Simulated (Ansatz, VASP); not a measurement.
Two plane-wave programs on TlBr

POSCAR

```
TlBr
1.0
    3.9461933146      0.0000000000      0.0000000000
    0.0000000000      3.9461933146      0.0000000000
    0.0000000000      0.0000000000      3.9461933146
Tl Br
1 1
Direct
    0.0000000000      0.0000000000      0.0000000000
    0.5000000000      0.5000000000      0.5000000000
```

INCAR.step1

```
SYSTEM = TlBr
PREC     = Accurate       ! precision mode
ENCUT    = 400            ! plane-wave cutoff, eV
EDIFF    = 1E-5           ! SCF threshold, eV
ISMEAR   = 0              ! smearing method
SIGMA    = 0.01           ! smearing width, eV
LREAL    = .False.        ! projectors in reciprocal space
LASPH    = .True.         ! aspherical terms in the spheres
NELM     = 120            ! most SCF steps
ALGO     = Normal         ! electronic algorithm
ISIF     = 2              ! what is computed and relaxed
LWAVE    = .True.         ! write WAVECAR
LCHARG   = .False.        ! write CHGCAR
GGA      = PE             ! functional
NBANDS   = 17             ! bands
GGA_COMPAT= .False.
```

Contents of INCAR.step2:

```
SYSTEM = TlBr
PREC     = Accurate       ! precision mode
ENCUT    = 400            ! plane-wave cutoff, eV
EDIFF    = 1E-6           ! SCF threshold, eV
ISMEAR   = 0              ! smearing method
SIGMA    = 0.01           ! smearing width, eV
LREAL    = .False.        ! projectors in reciprocal space
LASPH    = .True.         ! aspherical terms in the spheres
NELM     = 120            ! most SCF steps
ALGO     = Normal         ! electronic algorithm
ISIF     = 2              ! what is computed and relaxed
LWAVE    = .False.        ! write WAVECAR
LCHARG   = .False.        ! write CHGCAR
GGA      = PE             ! functional
LHFCALC  = .True.         ! exact exchange
HFSCREEN = 0.2079         ! screening, 1/A
PRECFOCK = Normal       
ISTART   = 1            
NBANDS   = 17             ! bands
GGA_COMPAT= .False.
```

File KPOINTS:

```
regular mesh
0
Gamma
  4 4 4
  0 0 0
```

Input for Ansatz:

```yaml
crystal:
  lattice:
    - [3.9461933146, 0.0, 0.0]
    - [0.0, 3.9461933146, 0.0]
    - [0.0, 0.0, 3.9461933146]
  atoms:
    - { symbol: Tl, position: [0.0, 0.0, 0.0] }
    - { symbol: Br, position: [0.5, 0.5, 0.5] }
kpoints:
  mp_grid: { grid: [4, 4, 4] }
hamiltonian:
  xc: hse06
scf:
  occupations: { method: fixed }
  n_extra_bands: 4
output:
  forces: true
  stress: true
  eigenvalues: true
```

Alike in both runs: task single point; functional HSE06; k mesh 4 × 4 × 4; no spin polarisation.

```csv
,VASP,Ansatz
version,VASP 6.6.1,Ansatz 0.2.0
potentials or method,"VASP PAW PBE potentials, release 64 (Tl_d, Br)","plane waves, PAW"
plane-wave cutoff (eV),400,420
occupations,"gaussian, width 0.01 eV",fixed
valence electrons in the cell,20,20
```

```tsv
	VASP	Ansatz	Ansatz less VASP
gap on the k mesh at the Fermi level (eV)	2.47	2.46	-0.006
pressure (GPa)	1.6	1.7	+0.10
```

Ansatz's warnings: stress exchange threshold loose, stress scf threshold loose.

Spin-orbit coupling is off throughout.
